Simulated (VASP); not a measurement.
# SiC (P6_3mc) in VASP: a series of runs

SiC is run at these levels: PBE; tasks: single point, relaxation of shape and atoms at fixed volume.

Program: VASP 6.6.1. These are calculated values, not measurements. Logs are shortened: lines on timing, memory, paths and dates and some standing lists are left out, and cuts for length are marked.

### 1 The cell of the first run

The structure is hexagonal, space group P6_3mc (No. 186). Conventional cell: a = 3.195 Å, b = 3.195 Å, c = 15.679 Å, α = 90.00°, β = 90.00°, γ = 120.00°. Si (site symmetry 3m) has 4 C at 1.96 to 1.97 Å within 2.6 Å. Within 2.6 Å of Si (site symmetry 3m) lie 4 C at 1.96 Å. Si (site symmetry 3m) has 4 C at 1.96 Å within 2.6 Å. C (site symmetry 3m) has 4 Si at 1.96 to 1.97 Å within 2.6 Å. Within 2.6 Å of C (site symmetry 3m) lie 4 Si at 1.96 Å. Within 2.6 Å of C (site symmetry 3m) lie 4 Si at 1.96 Å.

### 2 Single point, PBE (11.55 Å³/atom)

The input, INCAR:

```
SYSTEM = SiC
ALGO = Normal ; EDIFF = 1E-6
ENCUT = 520 ; GGA = PE
ISIF = 2 ; ISMEAR = 0
LASPH = .TRUE. ; LCHARG = .FALSE.
LREAL = .FALSE. ; LWAVE = .FALSE.
NBANDS = 36 ; NELM = 80
PREC = Accurate ; SIGMA = 0.02
```

The input, KPOINTS:

```
k-points
0
G
  12 12 2
  0 0 0
```

The input, POSCAR:

```
SiC
1.0
    3.1946769786      0.0000000000      0.0000000000
   -1.5973384893      2.7666714204      0.0000000000
    0.0000000000      0.0000000000     15.6788976298
Si C
6 6
Direct
    0.0000000000      0.0000000000      0.1250780042
    0.0000000000      0.0000000000      0.6250780042
    0.3333333333      0.6666666667      0.2918108125
    0.6666666667      0.3333333333      0.7918108125
    0.3333333333      0.6666666667      0.9582829045
    0.6666666667      0.3333333333      0.4582829045
    0.0000000000      0.0000000000     -0.0003257812
    0.0000000000      0.0000000000      0.4996742188
    0.3333333333      0.6666666667      0.1668487976
    0.6666666667      0.3333333333      0.6668487976
    0.3333333333      0.6666666667      0.8333052623
    0.6666666667      0.3333333333      0.3333052623
```

Potentials or basis: VASP PAW PBE potentials, release 64 (Si, C).

The run is started by

```bash
cat potpaw_PBE.64/Si/POTCAR potpaw_PBE.64/C/POTCAR > POTCAR
mpirun -np 1 vasp_std > vasp.out
```

OUTCAR:

```text
SYSTEM = SiC
   EDIFF = 1E-6
   ENCUT = 520
   GGA = PE
   ISIF = 2
   ISMEAR = 0
   LASPH = .TRUE.
   LREAL = .FALSE.
   NELM = 80
   PREC = Accurate

 ion  position               nearest neighbor table
   1  0.000  0.000  0.125-   9 1.96   9 1.96   9 1.96   7 1.97
   2  0.000  0.000  0.625-  10 1.96  10 1.96  10 1.96   8 1.97
   3  0.333  0.667  0.292-  12 1.96  12 1.96  12 1.96   9 1.96
   4  0.667  0.333  0.792-  11 1.96  11 1.96  11 1.96  10 1.96
   5  0.333  0.667  0.958-   7 1.96   7 1.96   7 1.96  11 1.96
   6  0.667  0.333  0.458-   8 1.96   8 1.96   8 1.96  12 1.96
   7  0.000  0.000  1.000-   5 1.96   5 1.96   5 1.96   1 1.97
   8  0.000  0.000  0.500-   6 1.96   6 1.96   6 1.96   2 1.97
   9  0.333  0.667  0.167-   1 1.96   1 1.96   1 1.96   3 1.96
  10  0.667  0.333  0.667-   2 1.96   2 1.96   2 1.96   4 1.96
  11  0.333  0.667  0.833-   4 1.96   4 1.96   4 1.96   5 1.96
  12  0.667  0.333  0.333-   3 1.96   3 1.96   3 1.96   6 1.96

  LATTYP: Found a hexagonal cell.
 ALAT       =     3.1946769786
 C/A-ratio  =     4.9078193930

  Lattice vectors:

 A1 = (   3.1946769786,   0.0000000000,   0.0000000000)
 A2 = (  -1.5973384893,   2.7666714204,   0.0000000000)
 A3 = (   0.0000000000,   0.0000000000,  15.6788976298)

Analysis of symmetry for initial positions (statically):
=====================================================================
 Subroutine PRICEL returns:
 Original cell was already a primitive cell.

 Routine SETGRP: Setting up the symmetry group for a
 hexagonal supercell.

 Subroutine GETGRP returns: Found 12 space group operations
 (whereof  6 operations were pure point group operations)
 out of a pool of 24 trial point group operations.

The static configuration has the point symmetry C_3v.
 The point group associated with its full space group is C_6v.

Analysis of symmetry for dynamics (positions and initial velocities):
=====================================================================
 Subroutine PRICEL returns:
 Original cell was already a primitive cell.

 Routine SETGRP: Setting up the symmetry group for a
 hexagonal supercell.

 Subroutine GETGRP returns: Found 12 space group operations
 (whereof  6 operations were pure point group operations)
 out of a pool of 24 trial point group operations.

The dynamic configuration has the point symmetry C_3v.
 The point group associated with its full space group is C_6v.

 Subroutine INISYM returns: Found 12 space group operations
 (whereof  6 operations are pure point group operations),
 and found     1 'primitive' translations

----------------------------------------------------------------------------------------

                                     Primitive cell

  volume of cell :     138.5798

  direct lattice vectors                    reciprocal lattice vectors
     3.194676979  0.000000000  0.000000000     0.313020692  0.180722581  0.000000000
    -1.597338489  2.766671420  0.000000000     0.000000000  0.361445162  0.000000000
     0.000000000  0.000000000 15.678897630     0.000000000  0.000000000  0.063779994

  length of vectors
     3.194676979  3.194676979 15.678897630     0.361445162  0.361445162  0.063779994

  position of ions in fractional coordinates (direct lattice)
     0.000000000  0.000000000  0.125078004
     0.000000000  0.000000000  0.625078004
     0.333333333  0.666666667  0.291810813
     0.666666667  0.333333333  0.791810813
     0.333333333  0.666666667  0.958282905
     0.666666667  0.333333333  0.458282905
     0.000000000  0.000000000  0.999674219
     0.000000000  0.000000000  0.499674219
     0.333333333  0.666666667  0.166848798
     0.666666667  0.333333333  0.666848798
     0.333333333  0.666666667  0.833305262
     0.666666667  0.333333333  0.333305262

  ion indices of the primitive-cell ions
   primitive index   ion index
                 1           1
                 2           2
                 3           3
                 4           4
                 5           5
                 6           6
                 7           7
                 8           8
                 9           9
                10          10
                11          11
                12          12

----------------------------------------------------------------------------------------

 KPOINTS: k-points

Automatic generation of k-mesh.
 Grid dimensions read from file:
 generate k-points for:   12   12    2

 Generating k-lattice:

  Cartesian coordinates                     Fractional coordinates (reciprocal lattice)
     0.026085058  0.015060215  0.000000000     0.083333333  0.000000000  0.000000000
     0.000000000  0.030120430  0.000000000     0.000000000  0.083333333  0.000000000
     0.000000000  0.000000000  0.031889997     0.000000000  0.000000000  0.500000000

  Length of vectors
     0.030120430  0.030120430  0.031889997

  Shift w.r.t. Gamma in fractional coordinates (k-lattice)
     0.000000000  0.000000000  0.000000000

 Subroutine IBZKPT returns following result:
 ===========================================

 Found     38 irreducible k-points:

 Following reciprocal coordinates:
            Coordinates               Weight
  0.000000  0.000000  0.000000      1.000000
  0.083333  0.000000  0.000000      6.000000
  0.166667  0.000000  0.000000      6.000000
  0.250000  0.000000  0.000000      6.000000
  0.333333  0.000000  0.000000      6.000000
  0.416667 -0.000000  0.000000      6.000000
[... 16 lines left out ...]
  0.250000  0.000000  0.500000      6.000000
  0.333333  0.000000  0.500000      6.000000
 [... further k-points ...]
   k-points           NKPTS =     38   k-points in BZ     NKDIM =     38   number of bands    NBANDS=     36
   number of dos      NEDOS =    301   number of ions     NIONS =     12
   total plane-waves  NPLWV =  69120
   dimension x,y,z NGX =    24 NGY =   24 NGZ =  120
   dimension x,y,z NGXF=    48 NGYF=   48 NGZF=  240
   ions per type =               6   6
   NGX,Y,Z   is equivalent  to a cutoff of  12.49, 12.49, 12.72 a.u.
   NGXF,Y,Z  is equivalent  to a cutoff of  24.98, 24.98, 25.45 a.u.
 SYSTEM =  SiC
   PREC   = accura    normal or accurate (medium, high low for compatibility)
   ISTART =      0    job   : 0-new  1-cont  2-samecut
   ICHARG =      2    charge: 1-file 2-atom 10-const
   ISPIN  =      1    spin polarized calculation?
   LNONCOLLINEAR =      F non collinear calculations
   LSORBIT =      F    spin-orbit coupling
   LASPH  =      T    aspherical Exc in radial PAW
   ENCUT  =  520.0 eV  38.22 Ry    6.18 a.u.   5.94  5.94 29.15*2*pi/ulx,y,z
   NELM   =     80;   NELMIN=  2; NELMDL= -5     # of ELM steps
   EDIFF  = 0.1E-05   stopping-criterion for ELM
   LREAL  =      F    real-space projection
   EDIFFG = 0.1E-04   stopping-criterion for IOM
   NSW    =      0    number of steps for IOM
   IBRION =     -1    ionic relax: 0-MD 1-quasi-New 2-CG
   NFREE  =      0    steps in history (QN), initial steepest desc. (CG)
   ISIF   =      2    stress and relaxation
   ISYM   =      2    0-nonsym 1-usesym 2-fastsym
   POTIM  = 0.5000    time-step for ionic-motion
   TEBEG  =    0.0;   TEEND  =   0.0 temperature during run
   PSTRESS=    0.0 pullay stress
   NELECT =      48.0000    total number of electrons
   NUPDOWN=      -1.0000    fix difference up-down
   EMIN   =  10.00;   EMAX   =-10.00  energy-range for DOS
   EFERMI =   0.00;   METHOD = LEGACY
   ISMEAR =     0;   SIGMA  =   0.02  broadening in eV -4-tet -1-fermi 0-gaus
   EFERMI_NEDOS =   21; number of points for ismear=-14 and -15
   IALGO  =     38    algorithm
   IMIX   =      4    mixing-type and parameters
     AMIX     =   0.40;   BMIX     =  1.00
     AMIX_MAG =   1.60;   BMIX_MAG =  1.00
  volume/ion in A,a.u.               =      11.55        77.93
  Fermi-wavevector in a.u.,A,eV,Ry     =   1.149711  2.172638 17.984651  1.321835
  Thomas-Fermi vector in A             =   2.286379
   LORBIT       =      0    0 simple, 1 ext, 2 COOP (PROOUT), +10 PAW based schemes
   GGA     = PE    functional components
   LHFCALC =     F    Hartree Fock is set to
   AEXX    =    0.0000 exact exchange contribution
   IVDW    =     0    specifies the selected vdW correction
   LEPSILON=     F    determine dielectric tensor
   LRPA    =     F    only Hartree local field effects (RPA)
 non-spin polarized calculation
 Gauss-broadening in eV      SIGMA  =   0.02
  energy-cutoff  :      520.00
  volume of cell :      138.58
 maximum number of plane-waves:      3786
 NGX is ok and might be reduce to    24
   NGX = 11   NGY = 11   NGZ = 59

 number of electron      48.0000000 magnetization

 Free energy of the ion-electron system (eV)
  ---------------------------------------------------
  ext. energy  EPLUGINS =         0.00000000
  ---------------------------------------------------
  free energy    TOTEN  =       -89.66014553 eV

  energy without entropy =      -89.66014553  energy(sigma->0) =      -89.66014553

 E-fermi :   7.0600     XC(G=0): -10.8804

 val. band max:        6.9608855724   @ k =   0.0000   0.0000   0.0000
 cond. band min:       9.0069261139   @ k =   0.5000   0.0000   0.0000
 fundamental gap:      2.0460405415
 Fermi energy:         7.0599634807

 k-point     1 :       0.0000    0.0000    0.0000
  band No.  band energies     occupation
      1      -7.6537      2.00000
      2      -7.1759      2.00000
      3      -7.1460      2.00000
      4      -5.7931      2.00000
      5      -5.7658      2.00000
      6      -4.4802      2.00000
[... 28 lines left out ...]
     35      13.5821      0.00000
     36      13.8362      0.00000
[... 866 lines left out ...]
      6      -3.6002      2.00000
[... 28 lines left out ...]
     35      14.3092      0.00000
     36      14.3157      0.00000

 [... further k-points ...]

------------------------ aborting loop because EDIFF is reached ----------------------------------------

  FORCE on cell =-STRESS in cart. coord.  units (eV):
  Direction    XX          YY          ZZ          XY          YZ          ZX
  --------------------------------------------------------------------------------------
  -------------------------------------------------------------------------------------
  Total      -14.5536648    -14.5536648    -14.4985907      0.0000000      0.0000000      0.0000000
  in kB     -168.2607770   -168.2607770   -167.6240427      0.0000000      0.0000000      0.0000000
  external PRESSURE =    -168.0485323 kB  Pullay stress =       0.0000000 kB

 VOLUME and BASIS-vectors are now :
 -----------------------------------------------------------------------------
  energy-cutoff  :      520.00
  volume of cell :      138.58
      direct lattice vectors                 reciprocal lattice vectors
     3.194676979  0.000000000  0.000000000     0.313020692  0.180722581  0.000000000
    -1.597338489  2.766671420  0.000000000     0.000000000  0.361445162  0.000000000
     0.000000000  0.000000000 15.678897630     0.000000000  0.000000000  0.063779994

 POSITION                                       TOTAL-FORCE (eV/Angst)
 -----------------------------------------------------------------------------------
      0.00000      0.00000      1.96109         0.000000     -0.000000      0.008983
      0.00000      0.00000      9.80053        -0.000000      0.000000      0.008983
     -0.00000      1.84445      4.57527        -0.000000     -0.000000      0.000066
      1.59734      0.92222     12.41472         0.000000      0.000000      0.000066
     -0.00000      1.84445     15.02482         0.000000      0.000000      0.001759
      1.59734      0.92222      7.18537        -0.000000     -0.000000      0.001759
      0.00000      0.00000     15.67379         0.000000     -0.000000     -0.009311
      0.00000      0.00000      7.83434        -0.000000      0.000000     -0.009311
     -0.00000      1.84445      2.61601        -0.000000     -0.000000     -0.000635
      1.59734      0.92222     10.45545         0.000000     -0.000000     -0.000635
     -0.00000      1.84445     13.06531         0.000000     -0.000000     -0.000862
      1.59734      0.92222      5.22586        -0.000000     -0.000000     -0.000862
 -----------------------------------------------------------------------------------
    total drift:                               -0.000000     -0.000000      0.000176

  FREE ENERGIE OF THE ION-ELECTRON SYSTEM (eV)
  ---------------------------------------------------
  free  energy   TOTEN  =       -89.6601455329 eV

  energy  without entropy=      -89.6601455329  energy(sigma->0) =      -89.66014553
```

It took 4.5 min on 1 thread of Intel Xeon 8259CL, shared host; peak memory 0.32 GiB.

Results:

- Free energy: -89.6601 eV
- Pressure: -16.8 GPa
- Largest force: 0.009 eV/Å
- Band gap on the k mesh: 2.05 eV (least direct gap 3.11 eV)

Forces in eV/Å, atoms in the order of the input:
```
Si   0.000  0.000  0.009
Si   0.000  0.000  0.009
Si   0.000  0.000  0.000
Si   0.000  0.000  0.000
Si   0.000  0.000  0.002
Si   0.000  0.000  0.002
C    0.000  0.000 -0.009
C    0.000  0.000 -0.009
C    0.000  0.000 -0.001
C    0.000  0.000 -0.001
C    0.000  0.000 -0.001
C    0.000  0.000 -0.001
```

Levels at points of the mesh, in eV from the valence-band top:
```tsv
k point	band 22	band 23	band 24	band 25	band 26	band 27
(0.00, 0.00, 0.00)	-0.03	0.00	0.00	4.25	4.43	4.77
(0.50, 0.00, 0.00)	-1.69	-1.56	-1.07	2.05	2.18	3.03
(0.00, 0.00, 0.50)	-0.09	-0.09	-0.09	4.32	4.32	5.01
(0.50, 0.00, 0.50)	-1.63	-1.25	-1.25	2.05	2.05	3.25
```

Caveat: the cell stands under tension.

(Part 1 of 3 ends here.)
